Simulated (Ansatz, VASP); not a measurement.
# TiO2 in VASP and in Ansatz

```
Ti O
1.0
     4.08473    0.00000    0.00000
     0.00000    4.08473    0.00000
     0.00000    0.00000    2.75747
Ti O
2 4
Cartesian
  0.0000 0.0000 0.0000
  2.0424 2.0424 1.3787
  1.2304 1.2304 0.0000
  2.8544 2.8544 0.0000
  3.2727 0.8120 1.3787
  0.8120 3.2727 1.3787
```

Change from the starting cell: volume scaled by 0.72, LAPW.

Alike in both runs: task single point; functional PBE; k mesh 8 × 8 × 11; occupations fermi-dirac, width 0.08 eV; no spin polarisation.

```csv
,VASP,Ansatz
version,VASP 6.6.1,Ansatz 0.2.0
potentials or method,"VASP PAW PBE potentials, release 64 (Ti_sv, O), cutoff 520 eV","all-electron LAPW, scalar-relativistic"
```

|  | VASP | Ansatz | Ansatz less VASP |
| --- | --- | --- | --- |
| pressure (GPa) | 142.5 | 141.7 | -0.85 |
| traceless stress, the component that is largest in VASP (GPa) | 0.15 | 0.07 | -0.082 |
| rms of the force components (eV/Å) | 0.013 | 0.004 | -0.0086 |

Atom by atom the forces differ by 0.009 eV/Å (rms over components). Both programs put the cell under a high pressure, so it lies far from rest at this level. Ansatz ran all-electron here, and VASP with PAW potentials.

Noted on VASP's run: the cell as given lies far from equilibrium.
